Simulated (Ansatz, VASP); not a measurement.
## Two plane-wave programs on GaN

```xyz
4
Lattice="0.0000 -2.2491 -2.1890 0.0000 2.2491 -2.1890 4.3781 0.0000 0.0000" Properties=species:S:1:pos:R:3 pbc="T T T"
Ga    2.1890    0.0000   -2.1856
Ga    0.0000    0.0000   -0.0034
N     1.0945    1.0955   -1.0945
N     3.2836   -1.0955   -1.0945
```

Change from the starting cell: mode 11 frozen in at -0.029 Å, equal normal strain along x and y -0.0267.

Alike in both runs: task single point; functional PBEsol; k mesh 8 × 8 × 6; occupations gaussian, width 0.05 eV; no spin polarisation.

|  | VASP | Ansatz |
| --- | --- | --- |
| version | VASP 6.6.1 | Ansatz 0.2.0 |
| potentials or method | VASP PAW PBE potentials, release 64 (Ga_d, N), cutoff 520 eV | scalar-relativistic, plane waves, PAW |
| valence electrons in the cell | 36 | 36 |

Ansatz gave:

- gap on the k mesh at the Fermi level (eV): 2.00
- least direct gap on the mesh (eV): 2.00
- pressure (GPa): 11.6
- traceless stress, the component that is largest in VASP (GPa): -2.39
- rms of the force components (eV/Å): 0.309

**Question.** Estimate VASP's values.

**Answer.** gap on the k mesh at the Fermi level (eV): 2.01; least direct gap on the mesh (eV): 2.01; pressure (GPa): 11.2; traceless stress, the component that is largest in VASP (GPa): -2.41; rms of the force components (eV/Å): 0.306.

VASP's potentials were made for PBE, not for PBEsol, and Ansatz warns of the same on its side. Atom by atom the forces differ by 0.003 eV/Å (rms over components).
